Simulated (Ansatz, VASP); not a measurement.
## Si: VASP beside Ansatz

```
Si
1.0
     2.51540    0.00000    0.00000
     0.00000    2.51540    0.00000
     0.00000    0.00000    2.51540
Si
1
Cartesian
  0.0000 0.0000 0.0000
```

Change from the starting cell: volume scaled by 0.98.

Alike in both runs: task single point; functional PBE; k mesh 14 × 14 × 14; occupations fermi-dirac, width 0.03 eV; no spin polarisation.

|  | VASP | Ansatz |
| --- | --- | --- |
| version | VASP 6.6.1 | Ansatz 0.2.0 |
| potentials or method | VASP PAW PBE potentials, release 64 (Si), cutoff 520 eV | all-electron LAPW, scalar-relativistic |

Ansatz gave:

* pressure (GPa): 2.2

Which values does VASP return?

Pressure (GPa): 2.1.

Ansatz ran all-electron here, and VASP with PAW potentials.
